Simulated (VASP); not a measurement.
# Pt (P6_3/mmc) in VASP: further runs

The runs below take Pt through single point, with PBE.

Everything below comes from runs of VASP 6.6.1. Logs are shortened: lines on timing, memory, paths and dates and some standing lists are left out, and cuts for length are marked.

## Step 1: The cell of the first run

Symmetry: P6_3/mmc, No. 194, hexagonal system. Conventional cell: a = 2.791 Å, b = 2.791 Å, c = 9.318 Å, α = 90.00°, β = 90.00°, γ = 120.00°. Within 3.7 Å of Pt (site symmetry -3m) lie 12 Pt at 2.79 to 2.83 Å. Pt (site symmetry -6m2) has 12 Pt at 2.79 to 2.83 Å within 3.7 Å.

## Step 2: Single point, PBE

INCAR reads:

```
PREC = Accurate
ENCUT = 520
EDIFF = 1E-6
ISMEAR = -1
SIGMA = 0.1
LREAL = False
LASPH = True
NELM = 80
ALGO = Normal
ISIF = 2
LWAVE = False
LCHARG = False
GGA = PE
NBANDS = 28
```

KPOINTS reads:

```
Automatic mesh
0
Gamma
  15 15 4
```

POSCAR reads:

```
Pt
1.0
    2.7907587191      0.0000000000      0.0000000000
   -1.3953793595      2.4168679465      0.0000000000
    0.0000000000      0.0000000000      9.3183719287
Pt
4
Direct
    0.0000000000      1.0000000000      1.0000000000
    0.0000000000      1.0000000000      0.5000000000
    0.3333333333      0.6666666667      0.2500000000
    0.6666666667      0.3333333333      0.7500000000
```

Potentials or basis: VASP PAW PBE potentials, release 64 (Pt).

The run is started by

```bash
$ cat potpaw_PBE.64/Pt/POTCAR > POTCAR
$ mpirun -np 1 vasp_std > vasp.out
```

OUTCAR:

```text
PREC = Accurate
   ENCUT = 520
   EDIFF = 1E-6
   ISMEAR = -1
   LREAL = False
   LASPH = True
   NELM = 80
   ISIF = 2
   GGA = PE

 ion  position               nearest neighbor table
   1  0.000  0.000  0.000-   3 2.83   4 2.83   3 2.83   4 2.83   4 2.83   3 2.83
   2  0.000  0.000  0.500-   3 2.83   4 2.83   3 2.83   4 2.83   4 2.83   3 2.83
   3  0.333  0.667  0.250-   1 2.83   2 2.83   1 2.83   2 2.83   1 2.83   2 2.83
   4  0.667  0.333  0.750-   1 2.83   2 2.83   1 2.83   2 2.83   1 2.83   2 2.83

  LATTYP: Found a hexagonal cell.
 ALAT       =     2.7907587191
 C/A-ratio  =     3.3390102358

  Lattice vectors:

 A1 = (   2.7907587191,   0.0000000000,   0.0000000000)
 A2 = (  -1.3953793595,   2.4168679465,   0.0000000000)
 A3 = (   0.0000000000,   0.0000000000,   9.3183719287)

Analysis of symmetry for initial positions (statically):
=====================================================================
 Subroutine PRICEL returns:
 Original cell was already a primitive cell.

 Routine SETGRP: Setting up the symmetry group for a
 hexagonal supercell.

 Subroutine GETGRP returns: Found 24 space group operations
 (whereof 12 operations were pure point group operations)
 out of a pool of 24 trial point group operations.

The static configuration has the point symmetry D_3d.
 The point group associated with its full space group is D_6h.

Analysis of symmetry for dynamics (positions and initial velocities):
=====================================================================
 Subroutine PRICEL returns:
 Original cell was already a primitive cell.

 Routine SETGRP: Setting up the symmetry group for a
 hexagonal supercell.

 Subroutine GETGRP returns: Found 24 space group operations
 (whereof 12 operations were pure point group operations)
 out of a pool of 24 trial point group operations.

The dynamic configuration has the point symmetry D_3d.
 The point group associated with its full space group is D_6h.

 Subroutine INISYM returns: Found 24 space group operations
 (whereof 12 operations are pure point group operations),
 and found     1 'primitive' translations

----------------------------------------------------------------------------------------

                                     Primitive cell

  volume of cell :      62.8514

  direct lattice vectors                    reciprocal lattice vectors
     2.790758719  0.000000000  0.000000000     0.358325495  0.206879321  0.000000000
    -1.395379359  2.416867947  0.000000000     0.000000000  0.413758642  0.000000000
     0.000000000  0.000000000  9.318371929     0.000000000  0.000000000  0.107314884

  length of vectors
     2.790758719  2.790758719  9.318371929     0.413758642  0.413758642  0.107314884

  position of ions in fractional coordinates (direct lattice)
     0.000000000  0.000000000  0.000000000
     0.000000000  0.000000000  0.500000000
     0.333333333  0.666666667  0.250000000
     0.666666667  0.333333333  0.750000000

  ion indices of the primitive-cell ions
   primitive index   ion index
                 1           1
                 2           2
                 3           3
                 4           4

----------------------------------------------------------------------------------------

 KPOINTS: Automatic mesh

Automatic generation of k-mesh.
 Grid dimensions read from file:
 generate k-points for:   15   15    4

 Generating k-lattice:

  Cartesian coordinates                     Fractional coordinates (reciprocal lattice)
     0.023888366  0.013791955  0.000000000     0.066666667 -0.000000000  0.000000000
     0.000000000  0.027583909  0.000000000     0.000000000  0.066666667  0.000000000
     0.000000000  0.000000000  0.026828721     0.000000000  0.000000000  0.250000000

  Length of vectors
     0.027583909  0.027583909  0.026828721

  Shift w.r.t. Gamma in fractional coordinates (k-lattice)
     0.000000000  0.000000000  0.000000000

 Subroutine IBZKPT returns following result:
 ===========================================

 Found     81 irreducible k-points:

 Following reciprocal coordinates:
            Coordinates               Weight
  0.000000  0.000000  0.000000      1.000000
  0.066667 -0.000000  0.000000      6.000000
  0.133333 -0.000000  0.000000      6.000000
  0.200000 -0.000000  0.000000      6.000000
  0.266667 -0.000000  0.000000      6.000000
  0.333333 -0.000000  0.000000      6.000000
[... 16 lines left out ...]
  0.333333  0.200000  0.000000     12.000000
  0.400000  0.200000  0.000000      6.000000
 [... further k-points ...]
   k-points           NKPTS =     81   k-points in BZ     NKDIM =     81   number of bands    NBANDS=     28
   number of dos      NEDOS =    301   number of ions     NIONS =      4
   total plane-waves  NPLWV =  40320
   dimension x,y,z NGX =    24 NGY =   24 NGZ =   70
   dimension x,y,z NGXF=    48 NGYF=   48 NGZF=  140
   ions per type =               4
   NGX,Y,Z   is equivalent  to a cutoff of  14.30, 14.30, 12.49 a.u.
   NGXF,Y,Z  is equivalent  to a cutoff of  28.59, 28.59, 24.98 a.u.
 SYSTEM =  unknown system
   PREC   = accura    normal or accurate (medium, high low for compatibility)
   ISTART =      0    job   : 0-new  1-cont  2-samecut
   ICHARG =      2    charge: 1-file 2-atom 10-const
   ISPIN  =      1    spin polarized calculation?
   LNONCOLLINEAR =      F non collinear calculations
   LSORBIT =      F    spin-orbit coupling
   LASPH  =      T    aspherical Exc in radial PAW
   ENCUT  =  520.0 eV  38.22 Ry    6.18 a.u.   5.19  5.19 17.33*2*pi/ulx,y,z
   NELM   =     80;   NELMIN=  2; NELMDL= -5     # of ELM steps
   EDIFF  = 0.1E-05   stopping-criterion for ELM
   LREAL  =      F    real-space projection
   EDIFFG = 0.1E-04   stopping-criterion for IOM
   NSW    =      0    number of steps for IOM
   IBRION =     -1    ionic relax: 0-MD 1-quasi-New 2-CG
   NFREE  =      0    steps in history (QN), initial steepest desc. (CG)
   ISIF   =      2    stress and relaxation
   ISYM   =      2    0-nonsym 1-usesym 2-fastsym
   POTIM  = 0.5000    time-step for ionic-motion
   TEBEG  =    0.0;   TEEND  =   0.0 temperature during run
   PSTRESS=    0.0 pullay stress
   NELECT =      40.0000    total number of electrons
   NUPDOWN=      -1.0000    fix difference up-down
   EMIN   =  10.00;   EMAX   =-10.00  energy-range for DOS
   EFERMI =   0.00;   METHOD = LEGACY
   ISMEAR =    -1;   SIGMA  =   0.10  broadening in eV -4-tet -1-fermi 0-gaus
   EFERMI_NEDOS =   21; number of points for ismear=-14 and -15
   IALGO  =     38    algorithm
   IMIX   =      4    mixing-type and parameters
     AMIX     =   0.40;   BMIX     =  1.00
     AMIX_MAG =   1.60;   BMIX_MAG =  1.00
  volume/ion in A,a.u.               =      15.71       106.04
  Fermi-wavevector in a.u.,A,eV,Ry     =   1.408174  2.661064 26.979738  1.982955
  Thomas-Fermi vector in A             =   2.530359
   LORBIT       =      0    0 simple, 1 ext, 2 COOP (PROOUT), +10 PAW based schemes
   GGA     = PE    functional components
   LHFCALC =     F    Hartree Fock is set to
   AEXX    =    0.0000 exact exchange contribution
   IVDW    =     0    specifies the selected vdW correction
   LEPSILON=     F    determine dielectric tensor
   LRPA    =     F    only Hartree local field effects (RPA)
 non-spin polarized calculation
  energy-cutoff  :      520.00
  volume of cell :       62.85
 maximum number of plane-waves:      1709
 NGX is ok and might be reduce to    24
   NGX = 11   NGY = 11   NGZ = 35

 number of electron      40.0000004 magnetization

 Free energy of the ion-electron system (eV)
  ---------------------------------------------------
  ext. energy  EPLUGINS =         0.00000000
  ---------------------------------------------------
  free energy    TOTEN  =       -24.39438247 eV

  energy without entropy =      -24.16163355  energy(sigma->0) =      -24.27800801

 E-fermi :  10.5082     XC(G=0): -13.2437

 val. band max:       10.5071052519   @ k =   0.4667   0.0667   0.0000
 cond. band min:      10.5229403635   @ k =   0.4000   0.2000   0.5000
 fundamental gap:      0.0158351115
 Fermi energy:        10.5081621869

 k-point     1 :       0.0000    0.0000    0.0000
  band No.  band energies     occupation
      1       0.7299      2.00000
      2       2.6237      2.00000
      3       2.6273      2.00000
      4       3.5194      2.00000
      5       6.5665      2.00000
      6       6.6142      2.00000
[... 20 lines left out ...]
     27      23.3516      0.00000
     28      25.1243      0.00000

 k-point     2 :       0.0667   -0.0000    0.0000
  band No.  band energies     occupation
      1       0.8860      2.00000
      2       2.7731      2.00000
      3       2.7766      2.00000
      4       3.6593      2.00000
      5       6.4069      2.00000
      6       6.5287      2.00000
[... 20 lines left out ...]
     27      23.4102      0.00000
     28      25.3615      0.00000

 k-point     3 :       0.1333   -0.0000    0.0000
  band No.  band energies     occupation
      1       1.3383      2.00000
      2       3.1864      2.00000
      3       3.1896      2.00000
      4       4.0430      2.00000
      5       6.0824      2.00000
      6       6.3135      2.00000
[... 20 lines left out ...]
     27      23.5450      0.00000
     28      25.9442      0.00000

 k-point     4 :       0.2000   -0.0000    0.0000
  band No.  band energies     occupation
      1       2.0310      2.00000
      2       3.7228      2.00000
      3       3.7257      2.00000
      4       4.5230      2.00000
      5       5.7763      2.00000
      6       6.0349      2.00000
[... 20 lines left out ...]
     27      23.5812      0.00000
     28      24.5958      0.00000

 k-point     5 :       0.2667   -0.0000    0.0000
  band No.  band energies     occupation
      1       2.8370      2.00000
      2       4.0785      2.00000
      3       4.0920      2.00000
      4       4.7512      2.00000
      5       5.5838      2.00000
      6       5.7084      2.00000
[... 20 lines left out ...]
     27      22.9251      0.00000
     28      22.9372      0.00000

 k-point     6 :       0.3333   -0.0000    0.0000
  band No.  band energies     occupation
      1       3.4787      2.00000
      2       4.0772      2.00000
      3       4.2058      2.00000
      4       4.6497      2.00000
      5       5.3742      2.00000
      6       5.4179      2.00000
[... 463 lines left out ...]
      5       5.4824      2.00000
      6       5.5575      2.00000
[... 20 lines left out ...]
     27      20.3200      0.00000
     28      21.5731      0.00000

 k-point    22 :       0.2667    0.2000    0.0000
  band No.  band energies     occupation
      1       4.4987      2.00000
      2       4.6286      2.00000
      3       4.9266      2.00000
      4       5.2600      2.00000
      5       5.3231      2.00000
      6       5.6977      2.00000
[... 20 lines left out ...]
     27      18.8962      0.00000
     28      20.1165      0.00000

 k-point    23 :       0.3333    0.2000    0.0000
  band No.  band energies     occupation
      1       4.4814      2.00000
      2       4.5263      2.00000
      3       5.0687      2.00000
      4       5.4464      2.00000
      5       5.4862      2.00000
      6       5.6361      2.00000
[... 20 lines left out ...]
     27      18.3369      0.00000
     28      19.3443      0.00000

 k-point    24 :       0.4000    0.2000    0.0000
  band No.  band energies     occupation
      1       4.4658      2.00000
      2       4.4765      2.00000
      3       5.0078      2.00000
      4       5.5576      2.00000
      5       5.6230      2.00000
      6       5.7419      2.00000
[... 20 lines left out ...]
     27      18.2009      0.00000
     28      19.6476      0.00000

 [... further k-points ...]
[... 5 lines left out ...]
  --------------------------------------------------------------------------------------
  -------------------------------------------------------------------------------------
  Total       -0.2278765     -0.2278765     -0.1186063     -0.0000000      0.0000000      0.0000000
  in kB       -5.8089119     -5.8089119     -3.0234523     -0.0000000      0.0000000      0.0000000
  external PRESSURE =      -4.8804254 kB  Pullay stress =       0.0000000 kB

 VOLUME and BASIS-vectors are now :
 -----------------------------------------------------------------------------
  energy-cutoff  :      520.00
  volume of cell :       62.85
      direct lattice vectors                 reciprocal lattice vectors
     2.790758719  0.000000000  0.000000000     0.358325495  0.206879321  0.000000000
    -1.395379359  2.416867947  0.000000000     0.000000000  0.413758642  0.000000000
     0.000000000  0.000000000  9.318371929     0.000000000  0.000000000  0.107314884

 POSITION                                       TOTAL-FORCE (eV/Angst)
 -----------------------------------------------------------------------------------
      0.00000      0.00000      0.00000         0.000000      0.000000     -0.000000
      0.00000      0.00000      4.65919        -0.000000      0.000000     -0.000000
     -0.00000      1.61125      2.32959        -0.000000      0.000000      0.000000
      1.39538      0.80562      6.98878         0.000000      0.000000      0.000000
 -----------------------------------------------------------------------------------
    total drift:                               -0.000000      0.000000      0.000000

  FREE ENERGIE OF THE ION-ELECTRON SYSTEM (eV)
  ---------------------------------------------------
  free  energy   TOTEN  =       -24.3943824701 eV

  energy  without entropy=      -24.1616335453  energy(sigma->0) =      -24.27800801
```

Run time: 65 s. Hardware: 1 thread of Intel Xeon 6975P-C (Granite Rapids), shared host; peak memory 0.25 GiB.

Results:

```yaml
Free_energy: -24.3944 eV
Pressure: -0.5 GPa
Band_gap_on_the_k_mesh: zero (band 20 reaches 10.85 eV, above the bottom of band 21 at 9.59 eV)
```

Stress tensor (GPa, compression positive):
```
-0.58  0.00  0.00
 0.00 -0.58  0.00
 0.00  0.00 -0.30
```

Caveat: spin-orbit coupling is left out, which moves the levels of the heavy elements.

## Step 3: Single point, PBE (volume scaled by 1.04)

INCAR reads:

```
SYSTEM = Pt
PREC     = Accurate       ! precision mode
ENCUT    = 520            ! plane-wave cutoff, eV
EDIFF    = 1E-7           ! SCF threshold, eV
ISMEAR   = -1             ! smearing method
SIGMA    = 0.1            ! smearing width, eV
LREAL    = .False.        ! projectors in reciprocal space
LASPH    = .True.         ! aspherical terms in the spheres
NELM     = 80             ! most SCF steps
ALGO     = Normal         ! electronic algorithm
ISIF     = 2              ! what is computed and relaxed
LWAVE    = .False.        ! write WAVECAR
LCHARG   = .False.        ! write CHGCAR
GGA      = PE             ! functional
NBANDS   = 28             ! bands
```

KPOINTS reads:

```
Automatic mesh
0
Gamma
  15 15 4
  0 0 0
```

POSCAR reads:

```
Pt
1.0
    2.8274834400      0.0000000000      0.0000000000
   -1.4137417200      2.4486724878      0.0000000000
    0.0000000000      0.0000000000      9.4409961479
Pt
4
Direct
    0.0000000000      1.0000000000      1.0000000000
    0.0000000000      1.0000000000      0.5000000000
    0.3333333333      0.6666666667      0.2500000000
    0.6666666667      0.3333333333      0.7500000000
```

Potentials or basis: VASP PAW PBE potentials, release 64 (Pt).

The run is started by

```bash
$ cat potpaw_PBE.64/Pt/POTCAR > POTCAR
$ mpirun -np 1 vasp_std > vasp.out
```

Run time: 74 s. Hardware: 1 thread of Intel Xeon 6975P-C (Granite Rapids), shared host; peak memory 0.25 GiB.

It converged, with:

```yaml
Free_energy: -24.3190 eV
Pressure: -9.0 GPa
Band_gap_on_the_k_mesh: zero (band 20 reaches 10.11 eV, above the bottom of band 21 at 8.94 eV)
```

Stress tensor (GPa, compression positive):
```
-9.21  0.00  0.00
 0.00 -9.21  0.00
 0.00  0.00 -8.61
```

Levels at points of the mesh, in eV from the Fermi level:
```tsv
k point	band 16	band 17	band 18	band 19	band 20	band 21	band 22	band 23	band 24	band 25
(0.00, 0.00, 0.00)	-1.75	-1.75	-1.20	-1.20	-0.81	-0.81	-0.33	-0.12	-0.12	4.93
(0.00, 0.00, 0.50)	-2.20	-1.50	-1.50	-1.50	-1.50	-0.42	-0.42	-0.42	-0.42	7.83
```

Caveat: spin-orbit coupling is left out, which moves the levels of the heavy elements.

## Step 4: Single point, PBE (volume scaled by 1.08)

INCAR reads:

```
  PREC = Accurate
  ENCUT = 520
  EDIFF = 1E-6
  ISMEAR = -1
  SIGMA = 0.1
  LREAL = F
  LASPH = T
  NELM = 60
  ALGO = Normal
  ISIF = 2
  LWAVE = F
  LCHARG = F
  GGA = PE
  NBANDS = 28
```

KPOINTS reads:

```
regular mesh
0
Gamma
  15 15 4
```

POSCAR reads:

```
Pt
1.0
    2.8632781695      0.0000000000      0.0000000000
   -1.4316390848      2.4796716329      0.0000000000
    0.0000000000      0.0000000000      9.5605151162
Pt
4
Direct
    0.0000000000      1.0000000000      1.0000000000
    0.0000000000      1.0000000000      0.5000000000
    0.3333333333      0.6666666667      0.2500000000
    0.6666666667      0.3333333333      0.7500000000
```

The run is started by

```bash
$ cat potpaw_PBE.64/Pt/POTCAR > POTCAR
$ mpirun -np 1 vasp_std > vasp.out
```

Run time: 83 s. Hardware: 1 thread of Intel Xeon 6975P-C (Granite Rapids), shared host; peak memory 0.25 GiB.

The run converged. Its results:

```yaml
Free_energy: -24.1261 eV
Pressure: -15.5 GPa
Band_gap_on_the_k_mesh: zero (band 20 reaches 9.44 eV, above the bottom of band 21 at 8.34 eV)
```

Stress tensor (GPa, compression positive):
```
-15.81   0.00   0.00
  0.00 -15.81   0.00
  0.00   0.00 -14.97
```

Levels at points of the mesh, in eV from the Fermi level:
```csv
k point,band 18,band 19,band 20,band 21,band 22,band 23
"(0.00, 0.00, 0.00)",-1.13,-1.13,-0.77,-0.77,-0.17,-0.12
"(0.00, 0.00, 0.50)",-1.41,-1.41,-1.41,-0.39,-0.39,-0.39
```

Caveat: spin-orbit coupling is left out, which moves the levels of the heavy elements.

## Step 5: Overview

| cell | gap on the mesh (eV) | pressure (GPa) |
| --- | --- | --- |
| a = 2.791, b = 2.791, c = 9.318 Å, angles 90.0, 90.0, 120.0°, 4 atoms | none | -0.5 |
| a = 2.827, b = 2.827, c = 9.441 Å, angles 90.0, 90.0, 120.0°, 4 atoms | none | -9.0 |
| a = 2.863, b = 2.863, c = 9.561 Å, angles 90.0, 90.0, 120.0°, 4 atoms | none | -15.5 |

Alike in all rows: task single point; level PBE; potentials or basis VASP PAW PBE potentials, release 64 (Pt); no spin polarisation; k mesh 15 × 15 × 4; cutoff (eV) 520; smearing fermi-dirac 0.1 eV.

Caveats: spin-orbit coupling is left out, which moves the levels of the heavy elements.

Absolute energies hang on the potentials; compare differences alone.
